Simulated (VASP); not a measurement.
# Mo (Im-3m) in VASP: notebook

Mo is run at these levels: r2SCAN; tasks: single point, relaxation of cell and atoms.

Program: VASP 6.6.1. These are calculated values, not measurements. Logs are shortened: lines on timing, memory, paths and dates and some standing lists are left out, and cuts for length are marked.

## (1) The cell of the first run

The structure is cubic, space group Im-3m (No. 229). The conventional cell has a = 3.079 Å, b = 3.079 Å, c = 3.079 Å, α = 90.00°, β = 90.00°, γ = 90.00°. Within 3.5 Å of Mo (site symmetry m-3m) lie 14 Mo at 2.67 to 3.08 Å.

## (2) Single point, r2SCAN

File POSCAR:

```
Mo
1.0
   -1.5396668226      1.5396668226      1.5396668226
    1.5396668226     -1.5396668226      1.5396668226
    1.5396668226      1.5396668226     -1.5396668226
Mo
1
Direct
    0.0000000000      0.0000000000      0.0000000000
```

File INCAR.step1:

```
ALGO     = Normal         # electronic algorithm
EDIFF    = 1E-4           # SCF threshold, eV
ENCUT    = 520            # plane-wave cutoff, eV
GGA      = PE             # functional
ISMEAR   = 0              # smearing method
LASPH    = True           # aspherical terms in the spheres
LCHARG   = False          # write CHGCAR
LREAL    = False          # projectors in reciprocal space
LWAVE    = True           # write WAVECAR
NBANDS   = 13             # bands
NELM     = 100            # most SCF steps
PREC     = Accurate       # precision mode
SIGMA    = 0.1            # smearing width, eV
```

File INCAR.step2:

```
ALGO     = Normal         # electronic algorithm
EDIFF    = 1E-7           # SCF threshold, eV
ENCUT    = 520            # plane-wave cutoff, eV
ISIF     = 2              # what is computed and relaxed
ISMEAR   = 0              # smearing method
ISTART   = 1            
LASPH    = True           # aspherical terms in the spheres
LCHARG   = False          # write CHGCAR
LMIXTAU  = True         
LREAL    = False          # projectors in reciprocal space
LWAVE    = False          # write WAVECAR
METAGGA  = R2SCAN         # meta-GGA
NBANDS   = 13             # bands
NELM     = 100            # most SCF steps
PREC     = Accurate       # precision mode
SIGMA    = 0.1            # smearing width, eV
```

File KPOINTS:

```
k-points
0
Gamma
  8 8 8
```

Potentials or basis: VASP PAW PBE potentials, release 64 (Mo_sv).

The run is started by

```bash
$ cat potpaw_PBE.64/Mo_sv/POTCAR > POTCAR
$ cp INCAR.step1 INCAR
$ mpirun -np 1 vasp_std > vasp.out
$ cp INCAR.step2 INCAR
$ mpirun -np 1 vasp_std > vasp.out
```

OUTCAR:

```text
EDIFF = 1E-7
   ENCUT = 520
   ISIF = 2
   ISMEAR = 0
   ISTART = 1
   LASPH = True
   LREAL = False
   METAGGA = R2SCAN
   NELM = 100
   PREC = Accurate

 ion  position               nearest neighbor table
   1  0.000  0.000  0.000-

  LATTYP: Found a body centered cubic cell.
 ALAT       =     3.0793336452

  Lattice vectors:

 A1 = (  -1.5396668226,   1.5396668226,   1.5396668226)
 A2 = (   1.5396668226,  -1.5396668226,   1.5396668226)
 A3 = (   1.5396668226,   1.5396668226,  -1.5396668226)

Analysis of symmetry for initial positions (statically):
=====================================================================
 Subroutine PRICEL returns:
 Original cell was already a primitive cell.

 Routine SETGRP: Setting up the symmetry group for a
 body centered cubic supercell.

 Subroutine GETGRP returns: Found 48 space group operations
 (whereof 48 operations were pure point group operations)
 out of a pool of 48 trial point group operations.

The static configuration has the point symmetry O_h .

Analysis of symmetry for dynamics (positions and initial velocities):
=====================================================================
 Subroutine PRICEL returns:
 Original cell was already a primitive cell.

 Routine SETGRP: Setting up the symmetry group for a
 body centered cubic supercell.

 Subroutine GETGRP returns: Found 48 space group operations
 (whereof 48 operations were pure point group operations)
 out of a pool of 48 trial point group operations.

The dynamic configuration has the point symmetry O_h .

 Subroutine INISYM returns: Found 48 space group operations
 (whereof 48 operations are pure point group operations),
 and found     1 'primitive' translations

----------------------------------------------------------------------------------------

                                     Primitive cell

  volume of cell :      14.5996

  direct lattice vectors                    reciprocal lattice vectors
    -1.539666823  1.539666823  1.539666823     0.000000000  0.324745583  0.324745583
     1.539666823 -1.539666823  1.539666823     0.324745583  0.000000000  0.324745583
     1.539666823  1.539666823 -1.539666823     0.324745583  0.324745583  0.000000000

  length of vectors
     2.666781163  2.666781163  2.666781163     0.459259608  0.459259608  0.459259608

  position of ions in fractional coordinates (direct lattice)
     0.000000000  0.000000000  0.000000000

  ion indices of the primitive-cell ions
   primitive index   ion index
                 1           1

----------------------------------------------------------------------------------------

 KPOINTS: k-points

Automatic generation of k-mesh.
 Grid dimensions read from file:
 generate k-points for:    8    8    8

 Generating k-lattice:

  Cartesian coordinates                     Fractional coordinates (reciprocal lattice)
     0.000000000  0.040593198  0.040593198     0.125000000  0.000000000  0.000000000
     0.040593198  0.000000000  0.040593198     0.000000000  0.125000000  0.000000000
     0.040593198  0.040593198  0.000000000     0.000000000  0.000000000  0.125000000

  Length of vectors
     0.057407451  0.057407451  0.057407451

  Shift w.r.t. Gamma in fractional coordinates (k-lattice)
     0.000000000  0.000000000  0.000000000

 Subroutine IBZKPT returns following result:
 ===========================================

 Found     29 irreducible k-points:

 Following reciprocal coordinates:
            Coordinates               Weight
  0.000000  0.000000  0.000000      1.000000
  0.125000  0.000000  0.000000     12.000000
  0.250000  0.000000  0.000000     12.000000
  0.375000  0.000000  0.000000     12.000000
  0.500000  0.000000  0.000000      6.000000
  0.125000  0.125000  0.000000     24.000000
[... 16 lines left out ...]
 -0.250000  0.250000  0.250000      6.000000
 -0.375000  0.375000  0.250000     24.000000
 [... further k-points ...]
   k-points           NKPTS =     29   k-points in BZ     NKDIM =     29   number of bands    NBANDS=     13
   number of dos      NEDOS =    301   number of ions     NIONS =      1
   total plane-waves  NPLWV =   8000
   dimension x,y,z NGX =    20 NGY =   20 NGZ =   20
   dimension x,y,z NGXF=    40 NGYF=   40 NGZF=   40
   ions per type =               1
   NGX,Y,Z   is equivalent  to a cutoff of  12.47, 12.47, 12.47 a.u.
   NGXF,Y,Z  is equivalent  to a cutoff of  24.94, 24.94, 24.94 a.u.
 SYSTEM =  unknown system
   PREC   = accura    normal or accurate (medium, high low for compatibility)
   ISTART =      1    job   : 0-new  1-cont  2-samecut
   ICHARG =      0    charge: 1-file 2-atom 10-const
   ISPIN  =      1    spin polarized calculation?
   LNONCOLLINEAR =      F non collinear calculations
   LSORBIT =      F    spin-orbit coupling
   LASPH  =      T    aspherical Exc in radial PAW
   ENCUT  =  520.0 eV  38.22 Ry    6.18 a.u.   4.96  4.96  4.96*2*pi/ulx,y,z
   NELM   =    100;   NELMIN=  2; NELMDL=  0     # of ELM steps
   EDIFF  = 0.1E-06   stopping-criterion for ELM
   LREAL  =      F    real-space projection
   EDIFFG = 0.1E-05   stopping-criterion for IOM
   NSW    =      0    number of steps for IOM
   IBRION =     -1    ionic relax: 0-MD 1-quasi-New 2-CG
   NFREE  =      0    steps in history (QN), initial steepest desc. (CG)
   ISIF   =      2    stress and relaxation
   ISYM   =      2    0-nonsym 1-usesym 2-fastsym
   POTIM  = 0.5000    time-step for ionic-motion
   TEBEG  =    0.0;   TEEND  =   0.0 temperature during run
   PSTRESS=    0.0 pullay stress
   NELECT =      14.0000    total number of electrons
   NUPDOWN=      -1.0000    fix difference up-down
   EMIN   =  10.00;   EMAX   =-10.00  energy-range for DOS
   EFERMI =   0.00;   METHOD = LEGACY
   ISMEAR =     0;   SIGMA  =   0.10  broadening in eV -4-tet -1-fermi 0-gaus
   EFERMI_NEDOS =   21; number of points for ismear=-14 and -15
   IALGO  =     38    algorithm
   IMIX   =      4    mixing-type and parameters
     AMIX     =   0.40;   BMIX     =  1.00
     AMIX_MAG =   1.60;   BMIX_MAG =  1.00
  volume/ion in A,a.u.               =      14.60        98.52
  Fermi-wavevector in a.u.,A,eV,Ry     =   1.614374  3.050724 35.459540  2.606203
  Thomas-Fermi vector in A             =   2.709293
   LORBIT       =      0    0 simple, 1 ext, 2 COOP (PROOUT), +10 PAW based schemes
   METAGGA = R2SCAN    functional components
   LHFCALC =     F    Hartree Fock is set to
   AEXX    =    0.0000 exact exchange contribution
   IVDW    =     0    specifies the selected vdW correction
   LEPSILON=     F    determine dielectric tensor
   LRPA    =     F    only Hartree local field effects (RPA)
 non-spin polarized calculation
 Gauss-broadening in eV      SIGMA  =   0.10
  energy-cutoff  :      520.00
  volume of cell :       14.60
 maximum number of plane-waves:       420
   NGX =  9   NGY =  9   NGZ =  9

 number of electron      13.9999997 magnetization

 Free energy of the ion-electron system (eV)
  ---------------------------------------------------
  ext. energy  EPLUGINS =         0.00000000
  ---------------------------------------------------
  free energy    TOTEN  =       -25.97947451 eV

  energy without entropy =      -25.97445680  energy(sigma->0) =      -25.97696565

 E-fermi :  13.5897     XC(G=0): -15.0758

 val. band max:       13.5456859520   @ k =  -0.2500   0.2500   0.1250
 cond. band min:      13.7581520331   @ k =  -0.2500   0.3750   0.1250
 fundamental gap:      0.2124660811
 Fermi energy:        13.5896957287

 k-point     1 :       0.0000    0.0000    0.0000
  band No.  band energies     occupation
      1     -49.5664      2.00000
      2     -21.8498      2.00000
      3     -21.8498      2.00000
      4     -21.8497      2.00000
      5       5.8224      2.00000
      6      12.1210      2.00000
      7      12.1210      2.00000
      8      12.1210      2.00000
      9      15.7128      0.00000
     10      15.7128      0.00000
     11      29.2675      0.00000
     12      29.2675      0.00000
     13      29.2675      0.00000

 k-point     2 :       0.1250    0.0000    0.0000
  band No.  band energies     occupation
      1     -49.5117      2.00000
      2     -22.1417      2.00000
      3     -21.9381      2.00000
      4     -21.8524      2.00000
      5       6.5675      2.00000
      6      11.6913      2.00000
      7      12.0101      2.00000
      8      12.8544      2.00000
      9      15.1819      0.00000
     10      15.7249      0.00000
     11      29.7752      0.00000
     12      30.5609      0.00000
     13      30.6848      0.00000

 k-point     3 :       0.2500    0.0000    0.0000
  band No.  band energies     occupation
      1     -49.3776      2.00000
      2     -22.8156      2.00000
      3     -22.1465      2.00000
      4     -21.8592      2.00000
      5       7.9469      2.00000
      6      10.7935      2.00000
      7      11.9455      2.00000
      8      14.8874      0.00000
      9      15.0633      0.00000
     10      15.8829      0.00000
     11      29.4614      0.00000
     12      31.3980      0.00000
     13      33.9783      0.00000
[... 305 lines left out ...]
 k-point    23 :      -0.2500    0.2500    0.2500
  band No.  band energies     occupation
      1     -49.2170      2.00000
      2     -22.8544      2.00000
      3     -22.4713      2.00000
      4     -22.4713      2.00000
      5       9.6365      2.00000
      6      10.6036      2.00000
      7      12.9531      2.00000
      8      12.9531      2.00000
      9      14.6505      0.00000
     10      17.8099      0.00000
     11      30.1727      0.00000
     12      33.6233      0.00000
     13      34.2726      0.00000

 k-point    24 :      -0.3750    0.3750    0.2500
  band No.  band energies     occupation
      1     -49.1009      2.00000
      2     -23.2269      2.00000
      3     -22.6913      2.00000
      4     -22.5291      2.00000
      5       9.2058      2.00000
      6       9.9063      2.00000
      7      12.9390      2.00000
      8      13.9142      0.00000
      9      16.9698      0.00000
     10      19.5260      0.00000
     11      29.0829      0.00000
     12      31.3339      0.00000
     13      32.2288      0.00000

 [... further k-points ...]
[... 5 lines left out ...]
  --------------------------------------------------------------------------------------
  -------------------------------------------------------------------------------------
  Total        2.1587570      2.1587570      2.1587570     -0.0000000     -0.0000000     -0.0000000
  in kB      236.9049284    236.9049284    236.9049284     -0.0000000     -0.0000000     -0.0000000
  external PRESSURE =     236.9049284 kB  Pullay stress =       0.0000000 kB

 VOLUME and BASIS-vectors are now :
 -----------------------------------------------------------------------------
  energy-cutoff  :      520.00
  volume of cell :       14.60
      direct lattice vectors                 reciprocal lattice vectors
    -1.539666823  1.539666823  1.539666823     0.000000000  0.324745583  0.324745583
     1.539666823 -1.539666823  1.539666823     0.324745583  0.000000000  0.324745583
     1.539666823  1.539666823 -1.539666823     0.324745583  0.324745583  0.000000000

 POSITION                                       TOTAL-FORCE (eV/Angst)
 -----------------------------------------------------------------------------------
      0.00000      0.00000      0.00000        -0.000000      0.000000      0.000000
 -----------------------------------------------------------------------------------
    total drift:                                0.000000     -0.000000      0.000000

  FREE ENERGIE OF THE ION-ELECTRON SYSTEM (eV)
  ---------------------------------------------------
  free  energy   TOTEN  =       -25.9794745074 eV

  energy  without entropy=      -25.9744568022  energy(sigma->0) =      -25.97696565
```

Wall time 12 s (1 thread of Intel Xeon 6975P-C (Granite Rapids), shared host); peak memory 0.12 GiB.

What came out:

| Quantity | Value |
| --- | --- |
| Free energy | -25.9795 eV |
| Pressure | 23.7 GPa |
| Band gap on the k mesh | zero (band 7 reaches 18.24 eV, above the bottom of band 8 at 12.12 eV) |

Levels at points of the mesh, in eV from the Fermi level:
| k point | band 4 | band 5 | band 6 | band 7 | band 8 | band 9 | band 10 | band 11 |
| --- | --- | --- | --- | --- | --- | --- | --- | --- |
| (0.00, 0.00, 0.00) | -35.44 | -7.77 | -1.47 | -1.47 | -1.47 | 2.12 | 2.12 | 15.68 |
| (0.50, 0.00, 0.00) | -35.46 | -5.94 | -3.84 | 1.99 | 2.15 | 2.91 | 5.54 | 12.74 |
| (0.50, 0.50, 0.50) | -36.70 | -6.14 | -6.14 | 4.65 | 4.65 | 4.65 | 10.16 | 10.16 |

Caveat: the k points lie up to 0.36 Å⁻¹ apart; the PAW data sets were made with another functional, which shifts forces and pressure a little.

[end of part 1 of 2]
